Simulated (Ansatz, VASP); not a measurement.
**One calculation of C, two programs**

```
C
1.0
     2.50387    0.00000    0.00000
    -1.25194    2.16842    0.00000
     0.00000    0.00000    4.12717
C
4
Direct
  0.33333 0.66667 0.99998
  0.66667 0.33333 0.49998
  0.33333 0.66667 0.37402
  0.66667 0.33333 0.87402
```

Change from the starting cell: strained cell.

Alike in both runs: task relaxation of the atoms; functional r2SCAN; k mesh 9 × 9 × 6; occupations gaussian, width 0.02 eV; no spin polarisation.

|  | VASP | Ansatz |
| --- | --- | --- |
| version | VASP 6.6.1 | Ansatz 0.2.0 |
| potentials or method | VASP PAW PBE potentials, release 64 (C), cutoff 520 eV | scalar-relativistic, plane waves, PAW |
| valence electrons in the cell | 16 | 16 |

|  | VASP | Ansatz | Ansatz less VASP |
| --- | --- | --- | --- |
| gap on the k mesh at the Fermi level, each at its own relaxed structure (eV) | 3.53 | 3.57 | +0.043 |

VASP's potentials were made for PBE, not for r2SCAN. Ansatz's warnings: stress scf threshold loose.
